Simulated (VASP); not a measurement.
A run of VASP 6.6.1 is set up as follows.

The input INCAR:

```
ALGO = Normal
EDIFF = 1E-6
ENCUT = 520
GGA = PE
ISIF = 2
ISMEAR = -1
ISYM = 0
LASPH = T
LCHARG = F
LREAL = Auto
LWAVE = F
NBANDS = 92
NELM = 100
PREC = Accurate
SIGMA = 0.131
```

KPOINTS

```
Automatic mesh
0
Gamma
  1 1 1
  0.25 0.25 0.25
```

The input POSCAR:

```
Be2Cu11Ni3
1.0
    5.6151810000     -0.1125830000     -0.0418010000
   -0.1125830000      5.6341360000     -0.0260090000
   -0.0418010000     -0.0260090000      5.8223430000
Cu Ni Be
11 3 2
Direct
    0.8658894678      0.0332560015      0.7266100608
    0.1113701630      0.7844217840     -0.0564564110
    0.3594289983     -0.0115558010      0.2194413721
    0.6204836739      0.2949584232      0.9662408092
    0.4313563054      0.0122845309      0.7276070189
    0.9028400347      0.5466006895      0.1809828369
    0.6217787563      0.7560027697      0.9961053222
    0.6432594864      0.2921167937      0.4330293759
    0.6180223152      0.7786729938      0.4632142862
    0.3514686501      0.5144795360      0.2003644992
    0.1368442343      0.2814444341      0.4880573532
    0.3813171452      0.5236065430      0.7200448205
    0.9069126508      0.0914164938      0.1421435507
    0.0969081550      0.8200843784      0.4659044361
    0.8855637987      0.5023224008      0.7534043178
    0.1499748634      0.2657629376     -0.0399125700
```

Potentials or basis: VASP PAW PBE potentials, release 64 (Cu, Ni, Be).

Run with:

```console
$ cat potpaw_PBE.64/Cu/POTCAR potpaw_PBE.64/Ni/POTCAR potpaw_PBE.64/Be/POTCAR > POTCAR
$ mpirun -np 1 vasp_std > vasp.out
```

Predict the largest force.

2.378 eV/Å.

Predict the pressure.

2.7 GPa.

Stress tensor (GPa, compression positive):
```
3.63 2.88 2.23
2.88 0.11 1.22
2.23 1.22 4.51
```

Caveat: the k points lie up to 1.12 Å⁻¹ apart. Spin polarisation is off, so any magnetic state and its effect on volume and gap are missing.
